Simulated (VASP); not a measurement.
# Ge (I4_1/amd) in VASP: single point with LDA

Aim: the single point of Ge with LDA.

Everything below comes from runs of VASP 6.6.1. Logs are shortened: lines on timing, memory, paths and dates and some standing lists are left out, and cuts for length are marked.

## Step 1: The cell of the first run

It takes space group I4_1/amd (No. 141, tetragonal). The conventional cell has a = 5.149 Å, b = 5.149 Å, c = 2.795 Å, α = 90.00°, β = 90.00°, γ = 90.00°. Within 3.5 Å of Ge (site symmetry -4m2) lie 10 Ge at 2.67 to 3.32 Å.

## Step 2: Single point, LDA

Input file INCAR:

```
PREC = Accurate ; ENCUT = 520
EDIFF = 1E-6 ; ISMEAR = -1
SIGMA = 0.1 ; LREAL = F
LASPH = T ; NELM = 100
ALGO = Normal ; ISIF = 2
LWAVE = F ; LCHARG = F
NBANDS = 21
```

Input file KPOINTS:

```
regular mesh
0
Gamma
  12 12 12
```

Input file POSCAR:

```
Ge
1.0
   -2.5744897200      2.5744897200      1.3974126400
    2.5744897200     -2.5744897200      1.3974126400
    2.5744897200      2.5744897200     -1.3974126400
Ge
2
Direct
    0.2500000000      0.7500000000      0.5000000000
    0.5000000000      0.5000000000      0.0000000000
```

Potentials or basis: VASP PAW LDA potentials, release 64 (Ge_d).

Command:

```console
> cat potpaw_LDA.64/Ge_d/POTCAR > POTCAR
> mpirun -np 1 vasp_std > vasp.out
```

OUTCAR:

```text
PREC = Accurate
   ENCUT = 520
   EDIFF = 1E-6
   ISMEAR = -1
   LREAL = F
   LASPH = T
   NELM = 100
   ISIF = 2

 ion  position               nearest neighbor table
   1  0.250  0.750  0.500-   2 2.67   2 2.67   2 2.67   2 2.67
   2  0.500  0.500  0.000-   1 2.67   1 2.67   1 2.67   1 2.67

  LATTYP: Found a body centered tetragonal cell.
 ALAT       =     5.1489794400
 C/A-ratio  =     0.5427920839

  Lattice vectors:

 A1 = (  -2.5744897200,   2.5744897200,   1.3974126400)
 A2 = (   2.5744897200,  -2.5744897200,   1.3974126400)
 A3 = (   2.5744897200,   2.5744897200,  -1.3974126400)

Analysis of symmetry for initial positions (statically):
=====================================================================
 Subroutine PRICEL returns:
 Original cell was already a primitive cell.

 Routine SETGRP: Setting up the symmetry group for a
 body centered tetragonal supercell.

 Subroutine GETGRP returns: Found 16 space group operations
 (whereof  8 operations were pure point group operations)
 out of a pool of 16 trial point group operations.

The static configuration has the point symmetry D_2d.
 The point group associated with its full space group is D_4h.

Analysis of symmetry for dynamics (positions and initial velocities):
=====================================================================
 Subroutine PRICEL returns:
 Original cell was already a primitive cell.

 Routine SETGRP: Setting up the symmetry group for a
 body centered tetragonal supercell.

 Subroutine GETGRP returns: Found 16 space group operations
 (whereof  8 operations were pure point group operations)
 out of a pool of 16 trial point group operations.

The dynamic configuration has the point symmetry D_2d.
 The point group associated with its full space group is D_4h.

 Subroutine INISYM returns: Found 16 space group operations
 (whereof  8 operations are pure point group operations),
 and found     1 'primitive' translations

----------------------------------------------------------------------------------------

                                     Primitive cell

  volume of cell :      37.0482

  direct lattice vectors                    reciprocal lattice vectors
    -2.574489720  2.574489720  1.397412640     0.000000000  0.194213244  0.357804120
     2.574489720 -2.574489720  1.397412640     0.194213244  0.000000000  0.357804120
     2.574489720  2.574489720 -1.397412640     0.194213244  0.194213244  0.000000000

  length of vectors
     3.899840602  3.899840602  3.899840602     0.407114938  0.407114938  0.274659004

  position of ions in fractional coordinates (direct lattice)
     0.250000000  0.750000000  0.500000000
     0.500000000  0.500000000  0.000000000

  ion indices of the primitive-cell ions
   primitive index   ion index
                 1           1
                 2           2

----------------------------------------------------------------------------------------

 KPOINTS: regular mesh

Automatic generation of k-mesh.
 Grid dimensions read from file:
 generate k-points for:   12   12   12

 Generating k-lattice:

  Cartesian coordinates                     Fractional coordinates (reciprocal lattice)
     0.000000000  0.016184437  0.029817010     0.083333333  0.000000000  0.000000000
     0.016184437  0.000000000  0.029817010     0.000000000  0.083333333  0.000000000
     0.016184437  0.016184437  0.000000000     0.000000000  0.000000000  0.083333333

  Length of vectors
     0.033926245  0.033926245  0.022888250

  Shift w.r.t. Gamma in fractional coordinates (k-lattice)
     0.000000000  0.000000000  0.000000000

 Subroutine IBZKPT returns following result:
 ===========================================

 Found    163 irreducible k-points:

 Following reciprocal coordinates:
            Coordinates               Weight
  0.000000  0.000000  0.000000      1.000000
  0.083333  0.000000  0.000000      8.000000
  0.166667  0.000000 -0.000000      8.000000
  0.250000  0.000000 -0.000000      8.000000
  0.333333 -0.000000  0.000000      8.000000
  0.416667  0.000000  0.000000      8.000000
[... 16 lines left out ...]
  0.500000  0.166667 -0.000000     16.000000
 -0.416667  0.166667  0.000000     16.000000
 [... further k-points ...]
   k-points           NKPTS =    163   k-points in BZ     NKDIM =    163   number of bands    NBANDS=     21
   number of dos      NEDOS =    301   number of ions     NIONS =      2
   total plane-waves  NPLWV =  27000
   dimension x,y,z NGX =    30 NGY =   30 NGZ =   30
   dimension x,y,z NGXF=    60 NGYF=   60 NGZF=   60
   ions per type =               2
   NGX,Y,Z   is equivalent  to a cutoff of  12.79, 12.79, 12.79 a.u.
   NGXF,Y,Z  is equivalent  to a cutoff of  25.58, 25.58, 25.58 a.u.
 SYSTEM =  unknown system
   PREC   = accura    normal or accurate (medium, high low for compatibility)
   ISTART =      0    job   : 0-new  1-cont  2-samecut
   ICHARG =      2    charge: 1-file 2-atom 10-const
   ISPIN  =      1    spin polarized calculation?
   LNONCOLLINEAR =      F non collinear calculations
   LSORBIT =      F    spin-orbit coupling
   LASPH  =      T    aspherical Exc in radial PAW
   ENCUT  =  520.0 eV  38.22 Ry    6.18 a.u.   7.25  7.25  7.25*2*pi/ulx,y,z
   NELM   =    100;   NELMIN=  2; NELMDL= -5     # of ELM steps
   EDIFF  = 0.1E-05   stopping-criterion for ELM
   LREAL  =      F    real-space projection
   EDIFFG = 0.1E-04   stopping-criterion for IOM
   NSW    =      0    number of steps for IOM
   IBRION =     -1    ionic relax: 0-MD 1-quasi-New 2-CG
   NFREE  =      0    steps in history (QN), initial steepest desc. (CG)
   ISIF   =      2    stress and relaxation
   ISYM   =      2    0-nonsym 1-usesym 2-fastsym
   POTIM  = 0.5000    time-step for ionic-motion
   TEBEG  =    0.0;   TEEND  =   0.0 temperature during run
   PSTRESS=    0.0 pullay stress
   NELECT =      28.0000    total number of electrons
   NUPDOWN=      -1.0000    fix difference up-down
   EMIN   =  10.00;   EMAX   =-10.00  energy-range for DOS
   EFERMI =   0.00;   METHOD = LEGACY
   ISMEAR =    -1;   SIGMA  =   0.10  broadening in eV -4-tet -1-fermi 0-gaus
   EFERMI_NEDOS =   21; number of points for ismear=-14 and -15
   IALGO  =     38    algorithm
   IMIX   =      4    mixing-type and parameters
     AMIX     =   0.40;   BMIX     =  1.00
     AMIX_MAG =   1.60;   BMIX_MAG =  1.00
  volume/ion in A,a.u.               =      18.52       125.01
  Fermi-wavevector in a.u.,A,eV,Ry     =   1.491209  2.817976 30.255333  2.223704
  Thomas-Fermi vector in A             =   2.603893
   LORBIT       =      0    0 simple, 1 ext, 2 COOP (PROOUT), +10 PAW based schemes
   GGA     = CA    functional components
   LHFCALC =     F    Hartree Fock is set to
   AEXX    =    0.0000 exact exchange contribution
   IVDW    =     0    specifies the selected vdW correction
   LEPSILON=     F    determine dielectric tensor
   LRPA    =     F    only Hartree local field effects (RPA)
 non-spin polarized calculation
  energy-cutoff  :      520.00
  volume of cell :       37.05
 maximum number of plane-waves:      1029
 NGX is ok and might be reduce to    30
   NGX = 15   NGY = 15   NGZ = 15

 number of electron      28.0000028 magnetization

 Free energy of the ion-electron system (eV)
  ---------------------------------------------------
  ext. energy  EPLUGINS =         0.00000000
  ---------------------------------------------------
  free energy    TOTEN  =       -10.03366324 eV

  energy without entropy =      -10.00851045  energy(sigma->0) =      -10.02108685

 E-fermi :   6.5122     XC(G=0): -11.6058

 val. band max:        6.5116024531   @ k =  -0.4167   0.1667   0.0000
 cond. band min:       6.5444924112   @ k =  -0.1667  -0.1667   0.1667
 fundamental gap:      0.0328899581
 Fermi energy:         6.5122086389

 k-point     1 :       0.0000    0.0000    0.0000
  band No.  band energies     occupation
      1     -18.3135      2.00000
      2     -18.2695      2.00000
      3     -18.2372      2.00000
      4     -18.2371      2.00000
      5     -18.1314      2.00000
      6     -18.1314      2.00000
[... 13 lines left out ...]
     20      18.1472      0.00000
     21      19.1332      0.00000

 k-point     2 :       0.0833    0.0000    0.0000
  band No.  band energies     occupation
      1     -18.3108      2.00000
      2     -18.2602      2.00000
      3     -18.2337      2.00000
      4     -18.2258      2.00000
      5     -18.1387      2.00000
      6     -18.1376      2.00000
[... 13 lines left out ...]
     20      18.1358      0.00000
     21      18.8988      0.00000

 k-point     3 :       0.1667    0.0000   -0.0000
  band No.  band energies     occupation
      1     -18.3026      2.00000
      2     -18.2364      2.00000
      3     -18.2240      2.00000
      4     -18.1997      2.00000
      5     -18.1541      2.00000
      6     -18.1442      2.00000
[... 13 lines left out ...]
     20      16.7061      0.00000
     21      17.3696      0.00000

 k-point     4 :       0.2500    0.0000   -0.0000
  band No.  band energies     occupation
      1     -18.2906      2.00000
      2     -18.2122      2.00000
      3     -18.2117      2.00000
      4     -18.1843      2.00000
      5     -18.1708      2.00000
      6     -18.1417      2.00000
[... 13 lines left out ...]
     20      15.4316      0.00000
     21      17.2975      0.00000

 k-point     5 :       0.3333   -0.0000    0.0000
  band No.  band energies     occupation
      1     -18.2795      2.00000
      2     -18.2077      2.00000
      3     -18.2022      2.00000
      4     -18.1945      2.00000
      5     -18.1766      2.00000
      6     -18.1530      2.00000
[... 13 lines left out ...]
     20      14.6882      0.00000
     21      18.1011      0.00000

 k-point     6 :       0.4167    0.0000    0.0000
  band No.  band energies     occupation
      1     -18.2713      2.00000
      2     -18.2163      2.00000
      3     -18.2150      2.00000
      4     -18.1931      2.00000
      5     -18.1683      2.00000
      6     -18.1616      2.00000
[... 13 lines left out ...]
     20      16.9130      0.00000
     21      19.1959      0.00000

 k-point     7 :       0.5000    0.0000   -0.0000
  band No.  band energies     occupation
      1     -18.2673      2.00000
      2     -18.2257      2.00000
      3     -18.2188      2.00000
      4     -18.1902      2.00000
      5     -18.1649      2.00000
      6     -18.1633      2.00000
[... 13 lines left out ...]
     20      18.1517      0.00000
     21      18.9422      0.00000
[... 291 lines left out ...]
      1     -18.2812      2.00000
      2     -18.2192      2.00000
      3     -18.1944      2.00000
      4     -18.1875      2.00000
      5     -18.1725      2.00000
      6     -18.1661      2.00000
[... 13 lines left out ...]
     20      15.8226      0.00000
     21      16.9008      0.00000

 k-point    21 :       0.3333    0.1667    0.0000
  band No.  band energies     occupation
      1     -18.2753      2.00000
      2     -18.2252      2.00000
      3     -18.2052      2.00000
      4     -18.1829      2.00000
      5     -18.1760      2.00000
      6     -18.1552      2.00000
[... 13 lines left out ...]
     20      17.5403      0.00000
     21      18.3532      0.00000

 k-point    22 :       0.4167    0.1667   -0.0000
  band No.  band energies     occupation
      1     -18.2674      2.00000
      2     -18.2262      2.00000
      3     -18.2126      2.00000
      4     -18.1789      2.00000
      5     -18.1736      2.00000
      6     -18.1488      2.00000
[... 13 lines left out ...]
     20      17.3139      0.00000
     21      17.8938      0.00000

 k-point    23 :       0.5000    0.1667   -0.0000
  band No.  band energies     occupation
      1     -18.2639      2.00000
      2     -18.2200      2.00000
      3     -18.2116      2.00000
      4     -18.1837      2.00000
      5     -18.1675      2.00000
      6     -18.1502      2.00000
[... 13 lines left out ...]
     20      17.0186      0.00000
     21      18.1689      0.00000

 k-point    24 :      -0.4167    0.1667    0.0000
  band No.  band energies     occupation
      1     -18.2688      2.00000
      2     -18.2209      2.00000
      3     -18.2100      2.00000
      4     -18.1903      2.00000
      5     -18.1648      2.00000
      6     -18.1480      2.00000
[... 13 lines left out ...]
     20      16.7848      0.00000
     21      17.4749      0.00000

 [... further k-points ...]
[... 5 lines left out ...]
  --------------------------------------------------------------------------------------
  -------------------------------------------------------------------------------------
  Total       -0.6854050     -0.6854050     -0.4129868      0.0000000     -0.0000000      0.0000000
  in kB      -29.6408650    -29.6408650    -17.8599326      0.0000000     -0.0000000      0.0000000
  external PRESSURE =     -25.7138875 kB  Pullay stress =       0.0000000 kB

 VOLUME and BASIS-vectors are now :
 -----------------------------------------------------------------------------
  energy-cutoff  :      520.00
  volume of cell :       37.05
      direct lattice vectors                 reciprocal lattice vectors
    -2.574489720  2.574489720  1.397412640     0.000000000  0.194213244  0.357804120
     2.574489720 -2.574489720  1.397412640     0.194213244  0.000000000  0.357804120
     2.574489720  2.574489720 -1.397412640     0.194213244  0.194213244  0.000000000

 POSITION                                       TOTAL-FORCE (eV/Angst)
 -----------------------------------------------------------------------------------
      2.57449      0.00000      0.69871        -0.000000      0.000000      0.000000
      0.00000      0.00000      1.39741         0.000000     -0.000000     -0.000000
 -----------------------------------------------------------------------------------
    total drift:                                0.000000     -0.000000      0.000000

  FREE ENERGIE OF THE ION-ELECTRON SYSTEM (eV)
  ---------------------------------------------------
  free  energy   TOTEN  =       -10.0336632399 eV

  energy  without entropy=      -10.0085104519  energy(sigma->0) =      -10.02108685
```

Run time: 83 s. Hardware: 1 thread of Intel Xeon Platinum 8375C at 2.90GHz (Ice Lake), shared host; peak memory 0.22 GiB.

Results:

- Free energy: -10.0337 eV
- Pressure: -2.6 GPa
- Band gap on the k mesh: zero (band 14 reaches 8.09 eV, above the bottom of band 15 at 3.05 eV)

Stress tensor (GPa, compression positive):
```
-2.96  0.00  0.00
 0.00 -2.96  0.00
 0.00  0.00 -1.79
```
